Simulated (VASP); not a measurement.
**Zr2Cl: relaxation of cell and atoms with PBE**

Crystal: Zr2Cl.

```
Zr Cl
1.0
     0.00000    4.16630    4.16630
     4.16630    0.00000    4.16630
     4.16630    4.16630    0.00000
Zr Cl
4 2
Cartesian
  1.0416 1.0416 1.0416
  3.1247 3.1247 1.0416
  3.1247 1.0416 3.1247
  1.0416 3.1247 3.1247
  0.0000 0.0000 0.0000
  2.0831 2.0831 2.0831
```

The cell was built from a structure type or drawn by symmetry, and may not be a known phase.

* Program: VASP 6.6.1
* Task: relaxation of cell and atoms
* Functional: PBE
* Potentials or basis: VASP PAW PBE potentials, release 64 (Zr_sv, Cl)
* Cutoff: 600 eV
* k mesh: 4 × 4 × 4
* Occupations: gaussian, width 0.1 eV
* Spin: no spin polarisation
* Dipole correction: no
* Further INCAR settings: ALGO = Normal; EDIFF = 1e-06; IBRION = 2; EDIFFG = -0.04; NSW = 90; ISIF = 3

```json
{"Relaxed volume": "54.05 Å³/atom", "Relaxed cell": "a = 7.712 Å, b = 7.712 Å, c = 7.712 Å, α = 60.00°, β = 60.00°, γ = 60.00°", "Space group after relaxing (to 0.1 Å)": "Fd-3m (No. 227)", "Energy gained by relaxing": "5828.8 meV/atom", "Ionic steps": "7", "Pressure after relaxing": "-0.1 GPa", "Band gap on the k mesh": "zero (bands 31 and 32 overlap by 0.15 eV)"}
```

The path:
```csv
step,energy change (eV),largest force (eV/Å),pressure (GPa),volume (Å³)
1,0.0000,0.0000,119.22,144.64
2,-15.8907,0.0000,-9.43,938.83
3,-33.7185,0.0000,-3.77,407.44
4,-34.3384,0.0000,-3.12,378.93
5,-34.7677,0.0000,2.84,298.47
6,-34.9597,0.0000,-0.60,330.48
7,-34.9729,0.0000,-0.07,324.28
```

Final structure:
```xyz
6
Lattice="0.0000 5.4529 5.4529 5.4529 0.0000 5.4529 5.4529 5.4529 0.0000" Properties=species:S:1:pos:R:3 pbc="T T T"
Zr    1.3632    1.3632    1.3632
Zr    4.0897    4.0897    1.3632
Zr    4.0897    1.3632    4.0897
Zr    1.3632    4.0897    4.0897
Cl    0.0000    0.0000    0.0000
Cl    2.7265    2.7265    2.7265
```

Levels at points of the mesh, in eV from the Fermi level:
```
           k point  band 28  band 29  band 30  band 31  band 32  band 33  band 34  band 35
(0.00, 0.00, 0.00)    -0.42    -0.42    -0.42    -0.12    -0.12    -0.12     1.32     1.32
(0.50, 0.00, 0.00)    -0.59    -0.16    -0.16     0.00     0.34     0.34     0.45     0.45
(0.50, 0.50, 0.00)    -0.27    -0.19    -0.19    -0.12    -0.12     0.39     0.39     0.41
```

Wall time 16 min on 1 thread of Intel(R) Xeon(R) Platinum 8488C (Sapphire Rapids), on a shared host, peak memory 0.35 GiB.

Caveat: the volume moved by over 15 % at a fixed basis, so the end points are rough.
